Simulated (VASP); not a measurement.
Crystal: Cd5O2.

```
Cd O
1.0
     2.27987    1.31629    7.37773
    -2.27987    1.31629    7.37773
     0.00000   -2.63257    7.37773
Cd O
5 2
Direct
  0.62298 0.62298 0.62298
  0.12652 0.12652 0.12652
  0.37702 0.37702 0.37702
  0.87348 0.87348 0.87348
  0.00000 0.00000 0.00000
  0.24840 0.24840 0.24840
  0.75160 0.75160 0.75160
```

The cell was built from a structure type or drawn by symmetry, and may not be a known phase.

* Program: VASP 6.6.1
* Task: relaxation of cell and atoms
* Functional: PBE
* Potentials or basis: VASP PAW PBE potentials, release 64 (Cd, O)
* Cutoff: 600 eV
* k mesh: 4 × 4 × 4
* Occupations: gaussian, width 0.2 eV
* Spin: no spin polarisation

At the start: pressure 0.3 GPa; volume 18.98 Å³/atom.

Question: Where does the relaxation end?

Answer: Over 27 steps the energy falls by 405.2 meV/atom and the volume is 19.87 Å³/atom (+4.7 %); space group R-3m (No. 166, to 0.1 Å) before and after.

Step by step:
| step | energy change (eV) | largest force (eV/Å) | pressure (GPa) | volume (Å³) |
| --- | --- | --- | --- | --- |
| 1 | 0.0000 | 1.2296 | 0.32 | 132.84 |
| 2 | -0.2178 | 1.4583 | -0.40 | 133.58 |
| 3 | -0.8736 | 1.4441 | -1.17 | 135.76 |
| 4 | 1.8000 | 11.1917 | 13.87 | 140.01 |
| 5 | -0.9383 | 1.3294 | -1.08 | 136.12 |
| 6 | -0.8933 | 2.4611 | 2.15 | 138.08 |
| 7 | -1.0472 | 0.8814 | -0.52 | 136.81 |
| 8 | -1.0629 | 1.0302 | 0.08 | 137.22 |
| 9 | -1.2595 | 1.3308 | 0.43 | 138.55 |
| 10 | -1.4018 | 2.0548 | 1.38 | 140.64 |
| 11 | -1.4708 | 1.8769 | 1.00 | 141.16 |
| 12 | -1.6485 | 1.3543 | -0.05 | 142.71 |
| 13 | -1.8498 | 0.6078 | -1.89 | 145.71 |
| 14 | -1.8625 | 0.5768 | -2.52 | 146.89 |
| 15 | -1.9310 | 0.4843 | -2.34 | 145.40 |
| 16 | -2.1023 | 0.3606 | -1.57 | 140.92 |
| 17 | -2.2688 | 0.7277 | 1.47 | 131.97 |
| 18 | -2.2701 | 0.7747 | 2.11 | 130.65 |
| 19 | -2.3660 | 0.7070 | 1.51 | 131.67 |
| 20 | -2.5756 | 0.5481 | 0.39 | 134.31 |
| 21 | -2.7179 | 0.4371 | -0.14 | 137.84 |
| 22 | -2.7215 | 0.4305 | -0.12 | 137.35 |
| 23 | -2.7770 | 0.3005 | 0.21 | 137.24 |
| 24 | -2.8124 | 0.2375 | 0.96 | 137.07 |
| 25 | -2.8240 | 0.0949 | -1.11 | 141.63 |
| 26 | -2.8286 | 0.1440 | -0.43 | 140.02 |
| 27 | -2.8366 | 0.0496 | -0.13 | 139.11 |

Final structure:
```
Cd O
1.0
     1.98403    1.14548   10.20137
    -1.98403    1.14548   10.20137
     0.00000   -2.29096   10.20137
Cd O
5 2
Direct
  0.60531 0.60531 0.60531
  0.12854 0.12854 0.12854
  0.39469 0.39469 0.39469
  0.87146 0.87146 0.87146
  0.00000 0.00000 0.00000
  0.20485 0.20485 0.20485
  0.79515 0.79515 0.79515
```

Caveat: the k points lie up to 0.46 Å⁻¹ apart in the final cell, too coarse for converged energies and pressures of a metal; a cell axis changed by over 15 % at a fixed basis, so the end point is rough; the relaxation stopped at a loose force limit of 0.08 eV/Å, so its end isn't a converged minimum.
